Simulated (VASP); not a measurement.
# ZnS (P6_3mc) in VASP: further runs

ZnS is run at these levels: PBEsol; tasks: single point.

Everything below comes from runs of VASP 6.6.1. Logs are shortened: lines on timing, memory, paths and dates and some standing lists are left out, and cuts for length are marked.

**1. The cell of the first run**

The structure is hexagonal, space group P6_3mc (No. 186). The conventional cell has a = 3.785 Å, b = 3.785 Å, c = 6.192 Å, α = 90.00°, β = 90.00°, γ = 120.00°. Within 3.0 Å of Zn (site symmetry 3m) lie 4 S at 2.30 to 2.38 Å. S (site symmetry 3m) has 4 Zn at 2.30 to 2.38 Å within 3.0 Å.

**2. Single point, PBEsol (volume scaled by 0.98)**

Contents of INCAR:

```
SYSTEM = ZnS
ALGO = Normal
EDIFF = 1E-7
ENCUT = 520
GGA = PS
ISIF = 2
ISMEAR = -1
LASPH = .True.
LCHARG = .False.
LREAL = .False.
LWAVE = .False.
NBANDS = 26
NELM = 100
PREC = Accurate
SIGMA = 0.03
```

Contents of KPOINTS:

```
k-points
0
Gamma
  8 8 5
  0 0 0
```

Contents of POSCAR:

```
ZnS
1.0
    3.7854208379      0.0000000000      0.0000000000
   -1.8927104190      3.2782706096      0.0000000000
    0.0000000000      0.0000000000      6.1921598132
Zn S
2 2
Direct
    0.3333333333      0.6666666667      0.0000000000
    0.6666666667      0.3333333333      0.5000000000
    0.3333333333      0.6666666667      0.3850000000
    0.6666666667      0.3333333333      0.8850000000
```

Potentials or basis: VASP PAW PBE potentials, release 64 (Zn, S).

Run with:

```console
$ cat potpaw_PBE.64/Zn/POTCAR potpaw_PBE.64/S/POTCAR > POTCAR
$ mpirun -np 1 vasp_std > vasp.out
```

OUTCAR:

```text
SYSTEM = ZnS
   EDIFF = 1E-7
   ENCUT = 520
   GGA = PS
   ISIF = 2
   ISMEAR = -1
   LASPH = .True.
   LREAL = .False.
   NELM = 100
   PREC = Accurate

 ion  position               nearest neighbor table
   1  0.333  0.667  0.000-   4 2.30   4 2.30   4 2.30   3 2.38
   2  0.667  0.333  0.500-   3 2.30   3 2.30   3 2.30   4 2.38
   3  0.333  0.667  0.385-   2 2.30   2 2.30   2 2.30   1 2.38
   4  0.667  0.333  0.885-   1 2.30   1 2.30   1 2.30   2 2.38

  LATTYP: Found a hexagonal cell.
 ALAT       =     3.7854208379
 C/A-ratio  =     1.6357916539

  Lattice vectors:

 A1 = (   3.7854208379,   0.0000000000,   0.0000000000)
 A2 = (  -1.8927104190,   3.2782706096,   0.0000000000)
 A3 = (   0.0000000000,   0.0000000000,   6.1921598132)

Analysis of symmetry for initial positions (statically):
=====================================================================
 Subroutine PRICEL returns:
 Original cell was already a primitive cell.

 Routine SETGRP: Setting up the symmetry group for a
 hexagonal supercell.

 Subroutine GETGRP returns: Found 12 space group operations
 (whereof  6 operations were pure point group operations)
 out of a pool of 24 trial point group operations.

The static configuration has the point symmetry C_3v.
 The point group associated with its full space group is C_6v.

Analysis of symmetry for dynamics (positions and initial velocities):
=====================================================================
 Subroutine PRICEL returns:
 Original cell was already a primitive cell.

 Routine SETGRP: Setting up the symmetry group for a
 hexagonal supercell.

 Subroutine GETGRP returns: Found 12 space group operations
 (whereof  6 operations were pure point group operations)
 out of a pool of 24 trial point group operations.

The dynamic configuration has the point symmetry C_3v.
 The point group associated with its full space group is C_6v.

 Subroutine INISYM returns: Found 12 space group operations
 (whereof  6 operations are pure point group operations),
 and found     1 'primitive' translations

----------------------------------------------------------------------------------------

                                     Primitive cell

  volume of cell :      76.8424

  direct lattice vectors                    reciprocal lattice vectors
     3.785420838  0.000000000  0.000000000     0.264171421  0.152519441  0.000000000
    -1.892710419  3.278270610  0.000000000     0.000000000  0.305038881  0.000000000
     0.000000000  0.000000000  6.192159813     0.000000000  0.000000000  0.161494540

  length of vectors
     3.785420838  3.785420838  6.192159813     0.305038881  0.305038881  0.161494540

  position of ions in fractional coordinates (direct lattice)
     0.333333333  0.666666667  0.000000000
     0.666666667  0.333333333  0.500000000
     0.333333333  0.666666667  0.385000000
     0.666666667  0.333333333  0.885000000

  ion indices of the primitive-cell ions
   primitive index   ion index
                 1           1
                 2           2
                 3           3
                 4           4

----------------------------------------------------------------------------------------

 KPOINTS: k-points

Automatic generation of k-mesh.
 Grid dimensions read from file:
 generate k-points for:    8    8    5

 Generating k-lattice:

  Cartesian coordinates                     Fractional coordinates (reciprocal lattice)
     0.033021428  0.019064930  0.000000000     0.125000000  0.000000000  0.000000000
     0.000000000  0.038129860  0.000000000     0.000000000  0.125000000  0.000000000
     0.000000000  0.000000000  0.032298908     0.000000000  0.000000000  0.200000000

  Length of vectors
     0.038129860  0.038129860  0.032298908

  Shift w.r.t. Gamma in fractional coordinates (k-lattice)
     0.000000000  0.000000000  0.000000000

 Subroutine IBZKPT returns following result:
 ===========================================

 Found     30 irreducible k-points:

 Following reciprocal coordinates:
            Coordinates               Weight
  0.000000  0.000000  0.000000      1.000000
  0.125000  0.000000  0.000000      6.000000
  0.250000  0.000000  0.000000      6.000000
  0.375000  0.000000  0.000000      6.000000
  0.500000  0.000000  0.000000      3.000000
  0.125000  0.125000  0.000000      6.000000
[... 16 lines left out ...]
  0.250000  0.000000  0.400000     12.000000
  0.375000  0.000000  0.400000     12.000000
 [... further k-points ...]
   k-points           NKPTS =     30   k-points in BZ     NKDIM =     30   number of bands    NBANDS=     26
   number of dos      NEDOS =    301   number of ions     NIONS =      4
   total plane-waves  NPLWV =  37632
   dimension x,y,z NGX =    28 NGY =   28 NGZ =   48
   dimension x,y,z NGXF=    56 NGYF=   56 NGZF=   96
   ions per type =               2   2
   NGX,Y,Z   is equivalent  to a cutoff of  12.30, 12.30, 12.89 a.u.
   NGXF,Y,Z  is equivalent  to a cutoff of  24.59, 24.59, 25.77 a.u.
 SYSTEM =  ZnS
   PREC   = accura    normal or accurate (medium, high low for compatibility)
   ISTART =      0    job   : 0-new  1-cont  2-samecut
   ICHARG =      2    charge: 1-file 2-atom 10-const
   ISPIN  =      1    spin polarized calculation?
   LNONCOLLINEAR =      F non collinear calculations
   LSORBIT =      F    spin-orbit coupling
   LASPH  =      T    aspherical Exc in radial PAW
   ENCUT  =  520.0 eV  38.22 Ry    6.18 a.u.   7.04  7.04 11.51*2*pi/ulx,y,z
   NELM   =    100;   NELMIN=  2; NELMDL= -5     # of ELM steps
   EDIFF  = 0.1E-06   stopping-criterion for ELM
   LREAL  =      F    real-space projection
   EDIFFG = 0.1E-05   stopping-criterion for IOM
   NSW    =      0    number of steps for IOM
   IBRION =     -1    ionic relax: 0-MD 1-quasi-New 2-CG
   NFREE  =      0    steps in history (QN), initial steepest desc. (CG)
   ISIF   =      2    stress and relaxation
   ISYM   =      2    0-nonsym 1-usesym 2-fastsym
   POTIM  = 0.5000    time-step for ionic-motion
   TEBEG  =    0.0;   TEEND  =   0.0 temperature during run
   PSTRESS=    0.0 pullay stress
   NELECT =      36.0000    total number of electrons
   NUPDOWN=      -1.0000    fix difference up-down
   EMIN   =  10.00;   EMAX   =-10.00  energy-range for DOS
   EFERMI =   0.00;   METHOD = LEGACY
   ISMEAR =    -1;   SIGMA  =   0.03  broadening in eV -4-tet -1-fermi 0-gaus
   EFERMI_NEDOS =   21; number of points for ismear=-14 and -15
   IALGO  =     38    algorithm
   IMIX   =      4    mixing-type and parameters
     AMIX     =   0.40;   BMIX     =  1.00
     AMIX_MAG =   1.60;   BMIX_MAG =  1.00
  volume/ion in A,a.u.               =      19.21       129.64
  Fermi-wavevector in a.u.,A,eV,Ry     =   1.271477  2.402744 21.995921  1.616655
  Thomas-Fermi vector in A             =   2.404408
   LORBIT       =      0    0 simple, 1 ext, 2 COOP (PROOUT), +10 PAW based schemes
   GGA     = PS    functional components
   LHFCALC =     F    Hartree Fock is set to
   AEXX    =    0.0000 exact exchange contribution
   IVDW    =     0    specifies the selected vdW correction
   LEPSILON=     F    determine dielectric tensor
   LRPA    =     F    only Hartree local field effects (RPA)
 non-spin polarized calculation
  energy-cutoff  :      520.00
  volume of cell :       76.84
 maximum number of plane-waves:      2086
   NGX = 15   NGY = 15   NGZ = 23

 number of electron      35.9999967 magnetization

 Free energy of the ion-electron system (eV)
  ---------------------------------------------------
  ext. energy  EPLUGINS =         0.00000000
  ---------------------------------------------------
  free energy    TOTEN  =       -15.14458575 eV

  energy without entropy =      -15.14458575  energy(sigma->0) =      -15.14458575

 E-fermi :   2.8513     XC(G=0):  -9.9650

 val. band max:        2.2578843527   @ k =   0.0000   0.0000   0.0000
 cond. band min:       4.4691468067   @ k =   0.0000   0.0000   0.0000
 fundamental gap:      2.2112624540
 Fermi energy:         2.8513482237

 k-point     1 :       0.0000    0.0000    0.0000
  band No.  band energies     occupation
      1     -11.0929      2.00000
      2     -10.1137      2.00000
      3      -4.2269      2.00000
      4      -4.2269      2.00000
      5      -4.1612      2.00000
      6      -4.1612      2.00000
[... 18 lines left out ...]
     25       9.8177      0.00000
     26      11.5118      0.00000

 k-point     2 :       0.1250    0.0000    0.0000
  band No.  band energies     occupation
      1     -10.9812      2.00000
      2     -10.0491      2.00000
      3      -4.2387      2.00000
      4      -4.2005      2.00000
      5      -4.1551      2.00000
      6      -4.1272      2.00000
[... 18 lines left out ...]
     25      10.3171      0.00000
     26      10.7946      0.00000

 k-point     3 :       0.2500    0.0000    0.0000
  band No.  band energies     occupation
      1     -10.6805      2.00000
      2      -9.8977      2.00000
      3      -4.2485      2.00000
      4      -4.1419      2.00000
      5      -4.1341      2.00000
      6      -4.0419      2.00000
[... 18 lines left out ...]
     25      10.6417      0.00000
     26      11.1451      0.00000

 k-point     4 :       0.3750    0.0000    0.0000
  band No.  band energies     occupation
      1     -10.3071      2.00000
      2      -9.7748      2.00000
      3      -4.2210      2.00000
      4      -4.0954      2.00000
      5      -4.0773      2.00000
      6      -3.9486      2.00000
[... 18 lines left out ...]
     25      10.9742      0.00000
     26      12.5315      0.00000
[... 496 lines left out ...]
      1     -10.6921      2.00000
      2     -10.4068      2.00000
      3      -4.2342      2.00000
      4      -4.2042      2.00000
      5      -4.1815      2.00000
      6      -4.1589      2.00000
[... 18 lines left out ...]
     25       9.5783      0.00000
     26       9.9586      0.00000

 k-point    23 :       0.2500    0.0000    0.4000
  band No.  band energies     occupation
      1     -10.4292      2.00000
      2     -10.1880      2.00000
      3      -4.2522      2.00000
      4      -4.2114      2.00000
      5      -4.1114      2.00000
      6      -4.0802      2.00000
[... 18 lines left out ...]
     25      10.1569      0.00000
     26      10.6796      0.00000

 k-point    24 :       0.3750    0.0000    0.4000
  band No.  band energies     occupation
      1     -10.1237      2.00000
      2      -9.9583      2.00000
      3      -4.2375      2.00000
      4      -4.1940      2.00000
      5      -4.0466      2.00000
      6      -4.0009      2.00000
[... 18 lines left out ...]
     25      11.3083      0.00000
     26      11.6471      0.00000

 [... further k-points ...]

------------------------ aborting loop because EDIFF is reached ----------------------------------------

  FORCE on cell =-STRESS in cart. coord.  units (eV):
  Direction    XX          YY          ZZ          XY          YZ          ZX
  --------------------------------------------------------------------------------------
  -------------------------------------------------------------------------------------
  Total        0.5574903      0.5574903     -0.4742198     -0.0000000      0.0000000      0.0000000
  in kB       11.6237645     11.6237645     -9.8875608     -0.0000000      0.0000000      0.0000000
  external PRESSURE =       4.4533227 kB  Pullay stress =       0.0000000 kB

 VOLUME and BASIS-vectors are now :
 -----------------------------------------------------------------------------
  energy-cutoff  :      520.00
  volume of cell :       76.84
      direct lattice vectors                 reciprocal lattice vectors
     3.785420838  0.000000000  0.000000000     0.264171421  0.152519441  0.000000000
    -1.892710419  3.278270610  0.000000000     0.000000000  0.305038881  0.000000000
     0.000000000  0.000000000  6.192159813     0.000000000  0.000000000  0.161494540

 POSITION                                       TOTAL-FORCE (eV/Angst)
 -----------------------------------------------------------------------------------
     -0.00000      2.18551      0.00000        -0.000000     -0.000000      0.333384
      1.89271      1.09276      3.09608         0.000000      0.000000      0.333384
     -0.00000      2.18551      2.38398         0.000000      0.000000     -0.333384
      1.89271      1.09276      5.48006        -0.000000      0.000000     -0.333384
 -----------------------------------------------------------------------------------
    total drift:                               -0.000001     -0.000001      0.000133

  FREE ENERGIE OF THE ION-ELECTRON SYSTEM (eV)
  ---------------------------------------------------
  free  energy   TOTEN  =       -15.1445857480 eV

  energy  without entropy=      -15.1445857480  energy(sigma->0) =      -15.14458575
```

Run time: 22 s. Hardware: 1 thread of Intel Xeon 6975P-C (Granite Rapids), shared host; peak memory 0.2 GiB.

What came out:

| Property | Result |
| --- | --- |
| Free energy | -15.1446 eV |
| Pressure | 0.4 GPa |
| Largest force | 0.333 eV/Å |
| Band gap on the k mesh | 2.21 eV, direct |

Forces on the atoms (eV/Å):
```
Zn   0.000  0.000  0.333
Zn   0.000  0.000  0.333
S    0.000  0.000 -0.333
S    0.000  0.000 -0.333
```

Stress tensor (GPa, compression positive):
```
 1.16  0.00  0.00
 0.00  1.16  0.00
 0.00  0.00 -0.99
```

Levels at points of the mesh, in eV from the valence-band top:
```tsv
k point	band 15	band 16	band 17	band 18	band 19	band 20	band 21	band 22
(0.00, 0.00, 0.00)	-0.89	-0.01	-0.01	0.00	2.21	2.92	6.20	6.20
(0.50, 0.00, 0.00)	-3.30	-2.35	-1.65	-1.02	3.47	4.23	5.04	7.04
```

Caveat: the PAW data sets were made with another functional, which shifts forces and pressure a little.

**3. Single point, PBEsol (volume scaled by 0.99)**

Contents of INCAR:

```
SYSTEM = ZnS
PREC = Accurate
ENCUT = 520
EDIFF = 1E-7
ISMEAR = -1
SIGMA = 0.03
LREAL = .FALSE.
LASPH = .TRUE.
NELM = 100
ALGO = Normal
ISIF = 2
LWAVE = .FALSE.
LCHARG = .FALSE.
GGA = PS
NBANDS = 26
```

Contents of KPOINTS:

```
Automatic mesh
0
G
  8 8 5
  0 0 0
```

Contents of POSCAR:

```
ZnS
1.0
    3.7982528711      0.0000000000      0.0000000000
   -1.8991264355      3.2893834763      0.0000000000
    0.0000000000      0.0000000000      6.2131503459
Zn S
2 2
Direct
    0.3333333333      0.6666666667      0.0000000000
    0.6666666667      0.3333333333      0.5000000000
    0.3333333333      0.6666666667      0.3850000000
    0.6666666667      0.3333333333      0.8850000000
```

Potentials or basis: VASP PAW PBE potentials, release 64 (Zn, S).

Run with:

```console
$ cat potpaw_PBE.64/Zn/POTCAR potpaw_PBE.64/S/POTCAR > POTCAR
$ mpirun -np 1 vasp_std > vasp.out
```

It took 22 s on 1 thread of Intel Xeon 6975P-C (Granite Rapids), shared host; peak memory 0.2 GiB.

Results (log left out):

```
Free energy            : -15.1450 eV
Pressure               : -0.3 GPa
Largest force          : 0.321 eV/Å
Band gap on the k mesh : 2.16 eV, direct
```

Forces in eV/Å, atoms in the order of the input:
```
Zn   0.000  0.000  0.321
Zn   0.000  0.000  0.321
S    0.000  0.000 -0.321
S    0.000  0.000 -0.321
```

Stress tensor (GPa, compression positive):
```
 0.32  0.00  0.00
 0.00  0.32  0.00
 0.00  0.00 -1.68
```

Levels at points of the mesh, in eV from the valence-band top:
```
           k point  band 14  band 15  band 16  band 17  band 18  band 19  band 20  band 21  band 22  band 23
(0.00, 0.00, 0.00)    -0.88    -0.88    -0.01    -0.01     0.00     2.16     2.90     6.20     6.20     6.52
(0.50, 0.00, 0.00)    -4.30    -3.25    -2.32    -1.62    -1.01     3.48     4.20     5.05     7.04     7.38
```

Caveat: the PAW data sets were made with another functional, which shifts forces and pressure a little.
